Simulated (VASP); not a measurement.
Here is a VASP 6.6.1 calculation.

The input INCAR:

```
SYSTEM = La2O3
PREC = Accurate
ENCUT = 600
EDIFF = 1E-6
ISMEAR = -1
SIGMA = 0.02
LREAL = .FALSE.
LASPH = .TRUE.
NELM = 200
ALGO = Normal
ISIF = 2
LWAVE = .FALSE.
LCHARG = .FALSE.
GGA = PE
NBANDS = 28
GGA_COMPAT = .FALSE.
LMAXMIX = 6
```

File KPOINTS:

```
Automatic mesh
0
G
  12 12 4
  0 0 0
```

The input POSCAR:

```
La2O3
1.0
    3.9351015410     -0.0849981933      0.0000000000
   -2.0411613652      3.4503969976      0.0000000000
    0.0000000000      0.0000000000      6.1262271606
La O
2 3
Direct
    0.6580433991      0.3333382381      0.7537099431
    0.3419566009      0.6666617619      0.2462900569
    0.6628661554      0.3330022044      0.3538556718
    0.3371338446      0.6669977956      0.6461443282
    0.0000000000      0.0000000000      0.0000000000
```

Potentials or basis: VASP PAW PBE potentials, release 64 (La, O).

The run is started by

```bash
$ cat potpaw_PBE.64/La/POTCAR potpaw_PBE.64/O/POTCAR > POTCAR
$ mpirun -np 1 vasp_std > vasp.out
```

Task: Predict the largest force.

Result: 0.044 eV/Å.

Task: Predict the band gap on the k mesh.

Result: 3.75 eV (least direct gap 3.98 eV).

Task: Predict the pressure.

Result: 1.0 GPa.

Forces in eV/Å, atoms in the order of the input:
```
La  -0.004  0.000 -0.043
La   0.004  0.000  0.043
O    0.004  0.000 -0.003
O   -0.004  0.000  0.003
O    0.000  0.000  0.000
```

Caveat: the cell differs from its parent crystal (shear xy strain -4.3%); spin-orbit coupling is left out, which moves the levels of the heavy elements. A k mesh can miss the band edges.
